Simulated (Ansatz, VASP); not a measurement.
**AlN in VASP and in Ansatz**

The input INCAR:

```
PREC     = Accurate       # precision mode
ENCUT    = 600            # plane-wave cutoff, eV
EDIFF    = 1E-6           # SCF threshold, eV
ISMEAR   = 0              # smearing method
SIGMA    = 0.02           # smearing width, eV
LREAL    = F              # projectors in reciprocal space
LASPH    = T              # aspherical terms in the spheres
NELM     = 120            # most SCF steps
ALGO     = Normal         # electronic algorithm
ISIF     = 2              # what is computed and relaxed
LWAVE    = F              # write WAVECAR
LCHARG   = F              # write CHGCAR
GGA      = PE             # functional
NBANDS   = 11             # bands
GGA_COMPAT= F
```

KPOINTS

```
Automatic mesh
0
Gamma
  10 10 10
```

POSCAR

```
AlN
1.0
    0.0000000000      2.1793836095      2.1793836095
    2.1793836095      0.0000000000      2.1793836095
    2.1793836095      2.1793836095      0.0000000000
Al N
1 1
Direct
    0.0000000000      0.0000000000      0.0000000000
    0.7500000000      0.7500000000      0.7500000000
```

Input for Ansatz:

```yaml
crystal:
  lattice:
    - [0.0, 2.1793836095, 2.1793836095]
    - [2.1793836095, 0.0, 2.1793836095]
    - [2.1793836095, 2.1793836095, 0.0]
  atoms:
    - { symbol: Al, position: [0.0, 0.0, 0.0] }
    - { symbol: "N", position: [0.75, 0.75, 0.75] }
basis:
  ecutwfc: 420
kpoints:
  mp_grid: { grid: [10, 10, 10] }
hamiltonian:
  xc: pbe
scf:
  occupations: { method: gaussian, width: 0.02 }
output:
  forces: true
  stress: true
  eigenvalues: true
```

Alike in both runs: task single point; functional PBE; k mesh 10 × 10 × 10; occupations gaussian, width 0.02 eV; no spin polarisation.

```csv
,VASP,Ansatz
version,VASP 6.6.1,Ansatz 0.2.0
potentials or method,"VASP PAW PBE potentials, release 64 (Al, N), cutoff 600 eV","scalar-relativistic, plane waves, PAW"
valence electrons in the cell,8,8
```

```csv
,VASP,Ansatz,Ansatz less VASP
gap on the k mesh at the Fermi level (eV),3.32,3.33,+0.008
least direct gap on the mesh (eV),4.25,4.24,-0.010
pressure (GPa),5.8,6.2,+0.40
```
